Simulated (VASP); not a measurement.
# GdTiO (P4/mmm) in VASP: single point with PBE

Aim: the single point of GdTiO with PBE.

All numbers are computed with VASP 6.6.1; they aren't measurements. Logs are shortened: lines on timing, memory, paths and dates and some standing lists are left out, and cuts for length are marked.

## Step 1: The cell of the first run

It takes space group P4/mmm (No. 123, tetragonal). Conventional cell: a = 3.511 Å, b = 3.511 Å, c = 4.027 Å, α = 90.00°, β = 90.00°, γ = 90.00°. Within 3.3 Å of Gd (site symmetry 4/mmm) lie 4 O at 2.48 Å and 8 Ti at 3.20 Å. Ti (site symmetry 4/mmm) has 2 O at 2.01 Å within 2.7 Å. Within 2.7 Å of O (site symmetry 4/mmm) lie 2 Ti at 2.01 Å and 4 Gd at 2.48 Å.

## Step 2: Single point, PBE, collinear spin, ferromagnetic start

INCAR

```
  ALGO = Normal
  EDIFF = 1E-7
  ENCUT = 520
  GGA = PE
  ISIF = 2
  ISMEAR = 0
  ISPIN = 2
  LASPH = True
  LCHARG = False
  LMAXMIX = 6
  LORBIT = 11
  LREAL = False
  LWAVE = False
  MAGMOM = 7.51 0 0
  NBANDS = 29
  NELM = 150
  PREC = Accurate
  SIGMA = 0.1
```

KPOINTS

```
k-points
0
Gamma
  14 14 12
```

POSCAR

```
GdTiO
1.0
    3.5114688347      0.0000000000      0.0000000000
    0.0000000000      3.5114688347      0.0000000000
    0.0000000000      0.0000000000      4.0269013085
Gd Ti O
1 1 1
Direct
    0.0000000000      0.0000000000      0.0000000000
    0.5000000000      0.5000000000      0.5000000000
    0.5000000000      0.5000000000      0.0000000000
```

Potentials or basis: VASP PAW PBE potentials, release 64 (Gd, Ti_sv, O).

The run is started by

```
$ cat potpaw_PBE.64/Gd/POTCAR potpaw_PBE.64/Ti_sv/POTCAR potpaw_PBE.64/O/POTCAR > POTCAR
$ mpirun -np 1 vasp_std > vasp.out
```

OUTCAR:

```text
EDIFF = 1E-7
   ENCUT = 520
   GGA = PE
   ISIF = 2
   ISMEAR = 0
   ISPIN = 2
   LASPH = True
   LORBIT = 11
   LREAL = False
   NELM = 150
   PREC = Accurate

 ion  position               nearest neighbor table
   1  0.000  0.000  0.000-   3 2.48   3 2.48   3 2.48   3 2.48   2 3.20   2 3.20   2 3.20   2 3.20
                             2 3.20   2 3.20   2 3.20   2 3.20
   2  0.500  0.500  0.500-   3 2.01   3 2.01   1 3.20   1 3.20   1 3.20   1 3.20   1 3.20   1 3.20
                             1 3.20   1 3.20
   3  0.500  0.500  0.000-   2 2.01   2 2.01   1 2.48   1 2.48   1 2.48   1 2.48

  LATTYP: Found a simple tetragonal cell.
 ALAT       =     3.5114688347
 C/A-ratio  =     1.1467854331

  Lattice vectors:

 A1 = (   3.5114688347,   0.0000000000,   0.0000000000)
 A2 = (   0.0000000000,   3.5114688347,   0.0000000000)
 A3 = (   0.0000000000,   0.0000000000,   4.0269013085)

Analysis of symmetry for initial positions (statically):
=====================================================================
 Subroutine PRICEL returns:
 Original cell was already a primitive cell.

 Routine SETGRP: Setting up the symmetry group for a
 simple tetragonal supercell.

 Subroutine GETGRP returns: Found 16 space group operations
 (whereof 16 operations were pure point group operations)
 out of a pool of 16 trial point group operations.

The static configuration has the point symmetry D_4h.

Analysis of symmetry for dynamics (positions and initial velocities):
=====================================================================
 Subroutine PRICEL returns:
 Original cell was already a primitive cell.

 Routine SETGRP: Setting up the symmetry group for a
 simple tetragonal supercell.

 Subroutine GETGRP returns: Found 16 space group operations
 (whereof 16 operations were pure point group operations)
 out of a pool of 16 trial point group operations.

The dynamic configuration has the point symmetry D_4h.

Analysis of structural, dynamic, and magnetic symmetry:
=====================================================================
 Subroutine PRICEL returns:
 Original cell was already a primitive cell.

 Routine SETGRP: Setting up the symmetry group for a
 simple tetragonal supercell.

 Subroutine GETGRP returns: Found 16 space group operations
 (whereof 16 operations were pure point group operations)
 out of a pool of 16 trial point group operations.

[... 121 lines left out ...]
     AMIX     =   0.40;   BMIX     =  1.00
     AMIX_MAG =   1.60;   BMIX_MAG =  1.00
  volume/ion in A,a.u.               =      16.55       111.69
  Fermi-wavevector in a.u.,A,eV,Ry     =   1.470707  2.779233 29.429112  2.162979
  Thomas-Fermi vector in A             =   2.585931
   LORBIT       =     11    0 simple, 1 ext, 2 COOP (PROOUT), +10 PAW based schemes
   GGA     = PE    functional components
   LHFCALC =     F    Hartree Fock is set to
   AEXX    =    0.0000 exact exchange contribution
   IVDW    =     0    specifies the selected vdW correction
   LEPSILON=     F    determine dielectric tensor
   LRPA    =     F    only Hartree local field effects (RPA)
 spin polarized calculation
 Gauss-broadening in eV      SIGMA  =   0.10
  energy-cutoff  :      520.00
  volume of cell :       49.65
 maximum number of plane-waves:      1367
 NGX is ok and might be reduce to    28
   NGX = 13   NGY = 13   NGZ = 15

 number of electron      35.9999979 magnetization       6.9737734

 Free energy of the ion-electron system (eV)
  ---------------------------------------------------
  ext. energy  EPLUGINS =         0.00000000
  ---------------------------------------------------
  free energy    TOTEN  =       -29.98354391 eV

  energy without entropy =      -29.97034146  energy(sigma->0) =      -29.97694269

 E-fermi :   6.2441     XC(G=0): -11.3944

 val. band max:        6.2375830927   @ k =   0.2143   0.0000   0.0000
 cond. band min:       6.2484421967   @ k =   0.2857   0.2857   0.4167
 fundamental gap:      0.0108591040
 Fermi energy:         6.2440971103

 spin component 1

 k-point     1 :       0.0000    0.0000    0.0000
  band No.  band energies     occupation
      1     -51.0168      1.00000
      2     -38.6572      1.00000
      3     -27.5048      1.00000
      4     -27.1713      1.00000
      5     -27.1713      1.00000
      6     -16.0167      1.00000
[... 757 lines left out ...]
     28       9.9325      0.00000
     29      10.7512      0.00000

 [... further k-points ...]

 spin component 2

 k-point     1 :       0.0000    0.0000    0.0000
  band No.  band energies     occupation
      1     -51.0599      1.00000
      2     -35.5562      1.00000
      3     -27.5743      1.00000
      4     -27.2004      1.00000
      5     -27.2004      1.00000
      6     -14.3755      1.00000
[... 757 lines left out ...]
     28      10.3261      0.00000
     29      11.4569      0.00000

 [... further k-points ...]
[... 5 lines left out ...]
  --------------------------------------------------------------------------------------
  -------------------------------------------------------------------------------------
  Total        0.0062969      0.0062969      0.1362370      0.0000000      0.0000000      0.0000000
  in kB        0.2031839      0.2031839      4.3959927      0.0000000      0.0000000      0.0000000
  external PRESSURE =       1.6007868 kB  Pullay stress =       0.0000000 kB

 VOLUME and BASIS-vectors are now :
 -----------------------------------------------------------------------------
  energy-cutoff  :      520.00
  volume of cell :       49.65
      direct lattice vectors                 reciprocal lattice vectors
     3.511468835  0.000000000  0.000000000     0.284781112  0.000000000  0.000000000
     0.000000000  3.511468835  0.000000000     0.000000000  0.284781112  0.000000000
     0.000000000  0.000000000  4.026901309     0.000000000  0.000000000  0.248329900

 POSITION                                       TOTAL-FORCE (eV/Angst)
 -----------------------------------------------------------------------------------
      0.00000      0.00000      0.00000         0.000000      0.000000      0.000000
      1.75573      1.75573      2.01345         0.000000      0.000000      0.000000
      1.75573      1.75573      0.00000         0.000000      0.000000      0.000000
 -----------------------------------------------------------------------------------
    total drift:                                0.000000      0.000000      0.000000

  FREE ENERGIE OF THE ION-ELECTRON SYSTEM (eV)
  ---------------------------------------------------
  free  energy   TOTEN  =       -29.9835439097 eV

  energy  without entropy=      -29.9703414646  energy(sigma->0) =      -29.97694269

 total charge

# of ion       s       p       d       f       tot
--------------------------------------------------
    1        2.033   5.608   0.609   7.035  15.284
    2        2.201   6.132   1.891   0.000  10.224
    3        1.561   3.475   0.000   0.000   5.036
--------------------------------------------------
tot          5.794  15.215   2.500   7.035  30.544

 magnetization (x)

# of ion       s       p       d       f       tot
--------------------------------------------------
    1       -0.004  -0.080   0.088   6.764   6.769
    2       -0.005   0.002  -0.041   0.000  -0.044
    3       -0.001  -0.016   0.000   0.000  -0.017
--------------------------------------------------
tot         -0.010  -0.094   0.047   6.764   6.708
```

Wall time 9.7 min (1 thread of AMD EPYC 9R45 (Zen 5), shared host); peak memory 0.65 GiB.

Results:

```yaml
Free_energy: -29.9835 eV
Pressure: 0.2 GPa
Net_moment: 6.97 μB per cell
Site_moments: Gd +6.77; Ti -0.04; O -0.02 μB
Valence_electrons_inside_the_program's_atomic_spheres: Gd 15.28; Ti 10.22; O 5.04
```

Caveat: spin-orbit coupling is left out, which moves the levels of the heavy elements; a cell with one magnetic atom can't hold antiferromagnetic order, which such compounds often take; without U or exact exchange the open f shell lies at the Fermi level, which spoils levels, moments and volumes. With open d or f shells a metallic result of PBE can be an artefact of self-interaction; +U or a hybrid may open a gap.
